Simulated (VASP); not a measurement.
Wanted: the native input for a VASP 6.6.1 run.

```
Task                   : single point
Functional             : PBEsol
Potentials or basis    : VASP PAW PBE potentials, release 64 (Ti_sv)
Cutoff                 : 520 eV
k mesh                 : 14 × 14 × 14
Occupations            : fermi-dirac, width 0.05 eV
Spin                   : no spin polarisation
Dipole correction      : no
Further INCAR settings : ALGO = Normal; EDIFF = 1e-06; NBANDS = 12
```

The structure of Ti lies in POSCAR:

```
Ti
1.0
   -1.6299862453      1.6299862453      1.6299862453
    1.6299862453     -1.6299862453      1.6299862453
    1.6299862453      1.6299862453     -1.6299862453
Ti
1
Direct
    0.0000000000      0.0000000000      0.0000000000
```

This cell differs from its parent crystal: volume scaled by 0.98.

The input as run:

INCAR

```
PREC = Accurate ; ENCUT = 520
EDIFF = 1E-6 ; ISMEAR = -1
SIGMA = 0.05 ; LREAL = False
LASPH = True ; NELM = 60
ALGO = Normal ; ISIF = 2
LWAVE = False ; LCHARG = False
GGA = PS ; NBANDS = 12
```

KPOINTS

```
Automatic mesh
0
Gamma
  14 14 14
```

Potentials or basis: VASP PAW PBE potentials, release 64 (Ti_sv).

Command:

```sh
$ cat potpaw_PBE.64/Ti_sv/POTCAR > POTCAR
$ mpirun -np 1 vasp_std > vasp.out
```

Results of the run:

```yaml
Pressure: -5.0 GPa
Band_gap_on_the_k_mesh: zero (band 6 reaches 8.97 eV, above the bottom of band 7 at 7.32 eV)
```

Caveat: the PAW data sets were made with another functional, which shifts forces and pressure a little.

Run time: 29 s on 1 thread of Intel Xeon 8259CL, with other jobs on the host, peak memory 0.15 GiB.
